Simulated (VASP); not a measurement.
# KMgF3 (Pm-3m) in VASP: a series of runs, part 2 of 3

VASP 6.6.1. Earlier steps stand in the parts before.

## (3) Relaxation of cell and atoms, PBEsol

This run uses another cell than the first one, of 13.32 Å³/atom.

INCAR reads:

```
SYSTEM = KMgF3
PREC     = Accurate       ! precision mode
ENCUT    = 600            ! plane-wave cutoff, eV
EDIFF    = 1E-6           ! SCF threshold, eV
ISMEAR   = -1             ! smearing method
SIGMA    = 0.02           ! smearing width, eV
LREAL    = .FALSE.        ! projectors in reciprocal space
LASPH    = .TRUE.         ! aspherical terms in the spheres
NELM     = 60             ! most SCF steps
ALGO     = Normal         ! electronic algorithm
ISIF     = 3              ! what is computed and relaxed
LWAVE    = .FALSE.        ! write WAVECAR
LCHARG   = .FALSE.        ! write CHGCAR
GGA      = PS             ! functional
IBRION   = 2              ! ionic algorithm
NSW      = 80             ! ionic steps
EDIFFG   = -0.005         ! ionic threshold
```

KPOINTS reads:

```
regular mesh
0
G
  6 6 6
  0 0 0
```

POSCAR reads:

```
KMgF3
1.0
    4.0538640590      0.0000000000      0.0000000000
    0.0000000000      4.0538640590      0.0000000000
    0.0000000000      0.0000000000      4.0538640590
K Mg F
1 1 3
Direct
    0.0000000000      0.0000000000      0.0000000000
    0.5000000000      0.5000000000      0.5000000000
    0.5000000000      0.5000000000      0.0000000000
    0.5000000000      0.0000000000      0.5000000000
    0.0000000000      0.5000000000      0.5000000000
```

Potentials or basis: VASP PAW PBE potentials, release 64 (K_sv, Mg, F).

On the command line:

```sh
> cat potpaw_PBE.64/K_sv/POTCAR potpaw_PBE.64/Mg/POTCAR potpaw_PBE.64/F/POTCAR > POTCAR
> mpirun -np 1 vasp_std > vasp.out
```

OUTCAR:

```text
SYSTEM = KMgF3
   PREC = Accurate
   ENCUT = 600
   EDIFF = 1E-6
   ISMEAR = -1
   LREAL = .FALSE.
   LASPH = .TRUE.
   NELM = 60
   ISIF = 3
   GGA = PS
   IBRION = 2
   NSW = 80
   EDIFFG = -0.005

 ion  position               nearest neighbor table
   1  0.000  0.000  0.000-   2 3.51   2 3.51   2 3.51   2 3.51   2 3.51   2 3.51   2 3.51   2 3.51

   2  0.500  0.500  0.500-   3 2.03   4 2.03   5 2.03   3 2.03   4 2.03   5 2.03   1 3.51   1 3.51
                             1 3.51   1 3.51   1 3.51   1 3.51   1 3.51   1 3.51
   3  0.500  0.500  0.000-   2 2.03   2 2.03
   4  0.500  0.000  0.500-   2 2.03   2 2.03
   5  0.000  0.500  0.500-   2 2.03   2 2.03

  LATTYP: Found a simple cubic cell.
 ALAT       =     4.0538640590

  Lattice vectors:

 A1 = (   4.0538640590,   0.0000000000,   0.0000000000)
 A2 = (   0.0000000000,   4.0538640590,   0.0000000000)
 A3 = (   0.0000000000,   0.0000000000,   4.0538640590)

Analysis of symmetry for initial positions (statically):
=====================================================================
 Subroutine PRICEL returns:
 Original cell was already a primitive cell.

 Routine SETGRP: Setting up the symmetry group for a
 simple cubic supercell.

 Subroutine GETGRP returns: Found 48 space group operations
 (whereof 48 operations were pure point group operations)
 out of a pool of 48 trial point group operations.

The static configuration has the point symmetry O_h .

Analysis of symmetry for dynamics (positions and initial velocities):
=====================================================================
 Subroutine PRICEL returns:
 Original cell was already a primitive cell.

 Routine SETGRP: Setting up the symmetry group for a
 simple cubic supercell.

 Subroutine GETGRP returns: Found 48 space group operations
 (whereof 48 operations were pure point group operations)
 out of a pool of 48 trial point group operations.

[... 106 lines left out ...]
   NFREE  =      1    steps in history (QN), initial steepest desc. (CG)
   ISIF   =      3    stress and relaxation
   ISYM   =      2    0-nonsym 1-usesym 2-fastsym
   POTIM  = 0.5000    time-step for ionic-motion
   TEBEG  =    0.0;   TEEND  =   0.0 temperature during run
   PSTRESS=    0.0 pullay stress
   NELECT =      32.0000    total number of electrons
   NUPDOWN=      -1.0000    fix difference up-down
   EMIN   =  10.00;   EMAX   =-10.00  energy-range for DOS
   EFERMI =   0.00;   METHOD = LEGACY
   ISMEAR =    -1;   SIGMA  =   0.02  broadening in eV -4-tet -1-fermi 0-gaus
   EFERMI_NEDOS =   21; number of points for ismear=-14 and -15
   IALGO  =     38    algorithm
   IMIX   =      4    mixing-type and parameters
     AMIX     =   0.40;   BMIX     =  1.00
     AMIX_MAG =   1.60;   BMIX_MAG =  1.00
  volume/ion in A,a.u.               =      13.32        89.92
  Fermi-wavevector in a.u.,A,eV,Ry     =   1.282101  2.422820 22.365032  1.643784
  Thomas-Fermi vector in A             =   2.414432
   LORBIT       =      0    0 simple, 1 ext, 2 COOP (PROOUT), +10 PAW based schemes
   GGA     = PS    functional components
   LHFCALC =     F    Hartree Fock is set to
   AEXX    =    0.0000 exact exchange contribution
   IVDW    =     0    specifies the selected vdW correction
   LEPSILON=     F    determine dielectric tensor
   LRPA    =     F    only Hartree local field effects (RPA)
 conjugate gradient relaxation of ions
 non-spin polarized calculation
  energy-cutoff  :      600.00
  volume of cell :       66.62
 maximum number of plane-waves:      2272
   NGX = 17   NGY = 17   NGZ = 17

--------------------------------------- Ionic step        1  -------------------------------------------

 number of electron      32.0000043 magnetization

 Free energy of the ion-electron system (eV)
  ---------------------------------------------------
  ext. energy  EPLUGINS =         0.00000000
  ---------------------------------------------------
  free energy    TOTEN  =       -25.23915557 eV

  energy without entropy =      -25.23915557  energy(sigma->0) =      -25.23915557

------------------------ aborting loop because EDIFF is reached ----------------------------------------

  FORCE on cell =-STRESS in cart. coord.  units (eV):
  Direction    XX          YY          ZZ          XY          YZ          ZX
  --------------------------------------------------------------------------------------
  -------------------------------------------------------------------------------------
  Total       -1.4616881     -1.4616881     -1.4616881      0.0000000     -0.0000000      0.0000000
  in kB      -35.1526248    -35.1526248    -35.1526248      0.0000000     -0.0000000      0.0000000
  external PRESSURE =     -35.1526248 kB  Pullay stress =       0.0000000 kB
[... 65 lines left out ...]
--------------------------------------- Ionic step        3  -------------------------------------------

 number of electron      32.0000007 magnetization

 Free energy of the ion-electron system (eV)
  ---------------------------------------------------
  ext. energy  EPLUGINS =         0.00000000
  ---------------------------------------------------
  free energy    TOTEN  =       -25.27922645 eV

  energy without entropy =      -25.27922645  energy(sigma->0) =      -25.27922645

 E-fermi :  -1.1743     XC(G=0):  -9.9580

 val. band max:       -1.6974189423   @ k =   0.5000   0.5000   0.5000
 cond. band min:       5.4480101366   @ k =   0.0000   0.0000   0.0000
 fundamental gap:      7.1454290788
 Fermi energy:        -1.1742512629

 k-point     1 :       0.0000    0.0000    0.0000
  band No.  band energies     occupation
      1     -27.1654      2.00000
      2     -21.7154      2.00000
      3     -21.0414      2.00000
      4     -21.0414      2.00000
      5     -10.7310      2.00000
      6     -10.7310      2.00000
[... 481 lines left out ...]
  FREE ENERGIE OF THE ION-ELECTRON SYSTEM (eV)
  ---------------------------------------------------
  free  energy   TOTEN  =       -25.2792264504 eV

  energy  without entropy=      -25.2792264504  energy(sigma->0) =      -25.27922645

 reached required accuracy - stopping structural energy minimisation
```

CONTCAR:

```text
KMgF3
   1.00000000000000
     3.9823737996918975    0.0000000000000000    0.0000000000000000
     0.0000000000000000    3.9823737996918975    0.0000000000000000
     0.0000000000000000   -0.0000000000000000    3.9823737996918975
  K               Mg              F
     1     1     3
Direct
     0.0000000000000000    0.0000000000000000    0.0000000000000000
     0.5000000000000000    0.5000000000000000    0.5000000000000000
     0.5000000000000000    0.5000000000000000    0.0000000000000000
     0.5000000000000000    0.0000000000000000    0.5000000000000000
     0.0000000000000000    0.5000000000000000    0.5000000000000000

  0.00000000E+00  0.00000000E+00  0.00000000E+00
  0.00000000E+00  0.00000000E+00  0.00000000E+00
  0.00000000E+00  0.00000000E+00  0.00000000E+00
  0.00000000E+00  0.00000000E+00  0.00000000E+00
  0.00000000E+00  0.00000000E+00  0.00000000E+00
```

It took 80 s on 1 thread of Intel Xeon Platinum 8488C (Sapphire Rapids), shared host; peak memory 0.2 GiB.

What came out:

```yaml
Free_energy: -25.2792 eV
Relaxed_volume: 12.63 Å³/atom
Relaxed_cell: a = 3.982 Å, b = 3.982 Å, c = 3.982 Å, α = 90.00°, β = 90.00°, γ = 90.00°
Space_group_after_relaxing_to_0.1_Å: Pm-3m (No. 221)
Energy_gained_by_relaxing: 8.0 meV/atom
Ionic_steps: 3
Pressure_after_relaxing: 0.0 GPa
Band_gap_on_the_k_mesh: 7.15 eV (least direct gap 7.47 eV)
```

Step by step:
```csv
step,energy change (eV),largest force (eV/Å),pressure (GPa),volume (Å³)
1,0.0000,0.0000,-3.52,66.62
2,-0.0383,0.0000,-0.80,63.84
3,-0.0401,0.0000,-0.02,63.16
```

Final structure:
```yaml
crystal:
  lattice:
    - [3.98237, 0.00000, 0.00000]
    - [0.00000, 3.98237, 0.00000]
    - [0.00000, 0.00000, 3.98237]
  atoms:
    - { symbol: K, position: [0.00000, 0.00000, 0.00000] }
    - { symbol: Mg, position: [0.50000, 0.50000, 0.50000] }
    - { symbol: F, position: [0.50000, 0.50000, 0.00000] }
    - { symbol: F, position: [0.50000, 0.00000, 0.50000] }
    - { symbol: F, position: [0.00000, 0.50000, 0.50000] }
```

Caveat: the PAW data sets were made with another functional, which shifts forces and pressure a little.

## (4) Relaxation of cell and atoms, LDA

This run uses another cell than the first one, of 13.32 Å³/atom.

INCAR reads:

```
ALGO = Normal
EDIFF = 1E-6
EDIFFG = -0.005
ENCUT = 600
GGA = CA
IBRION = 2
ISIF = 3
ISMEAR = -1
LASPH = T
LCHARG = F
LREAL = F
LWAVE = F
NELM = 100
NSW = 80
PREC = Accurate
SIGMA = 0.02
```

KPOINTS reads:

```
k-points
0
Gamma
  6 6 6
```

POSCAR is that of step 3.

Potentials or basis: VASP PAW LDA potentials, release 64 (K_sv, Mg, F).

On the command line:

```sh
> cat potpaw_LDA.64/K_sv/POTCAR potpaw_LDA.64/Mg/POTCAR potpaw_LDA.64/F/POTCAR > POTCAR
> mpirun -np 1 vasp_std > vasp.out
```

Run time: 95 s. Hardware: 1 thread of Intel Xeon Platinum 8488C (Sapphire Rapids), shared host; peak memory 0.18 GiB.

Results (log left out):

* Free energy: -27.1616 eV
* Relaxed volume: 11.79 Å³/atom
* Relaxed cell: a = 3.892 Å, b = 3.892 Å, c = 3.892 Å, α = 90.00°, β = 90.00°, γ = 90.00°
* Space group after relaxing (to 0.1 Å): Pm-3m (No. 221)
* Energy gained by relaxing: 44.1 meV/atom
* Ionic steps: 5
* Pressure after relaxing: 0.0 GPa
* Band gap on the k mesh: 7.52 eV (least direct gap 7.84 eV)

The path:
```
step  energy change (eV)  largest force (eV/Å)  pressure (GPa)  volume (Å³)
   1              0.0000                0.0000           -8.24        66.62
   2             -0.2134                0.0000           -1.82        60.23
   3             -0.2207                0.0000           -0.08        59.02
   4             -0.2207                0.0000            0.14        58.88
   5             -0.2207                0.0000            0.01        58.97
```

Final structure:
```
CELL_PARAMETERS angstrom
3.89231 0.00000 0.00000
0.00000 3.89231 0.00000
0.00000 0.00000 3.89231
ATOMIC_POSITIONS crystal
K 0.00000 0.00000 0.00000
Mg 0.50000 0.50000 0.50000
F 0.50000 0.50000 0.00000
F 0.50000 0.00000 0.50000
F 0.00000 0.50000 0.50000
```

Levels at points of the mesh, in eV from the valence-band top:
| k point | band 14 | band 15 | band 16 | band 17 | band 18 | band 19 |
| --- | --- | --- | --- | --- | --- | --- |
| (0.00, 0.00, 0.00) | -0.32 | -0.32 | -0.32 | 7.52 | 9.87 | 9.87 |
| (0.50, 0.00, 0.00) | -0.97 | -0.59 | -0.59 | 10.25 | 10.88 | 11.05 |
| (0.50, 0.50, 0.00) | -0.97 | -0.97 | -0.03 | 11.11 | 11.79 | 12.97 |
| (0.50, 0.50, 0.50) | 0.00 | 0.00 | 0.00 | 10.46 | 10.46 | 10.46 |

A k mesh can miss the band edges.

(Part 2 of 3 ends here.)
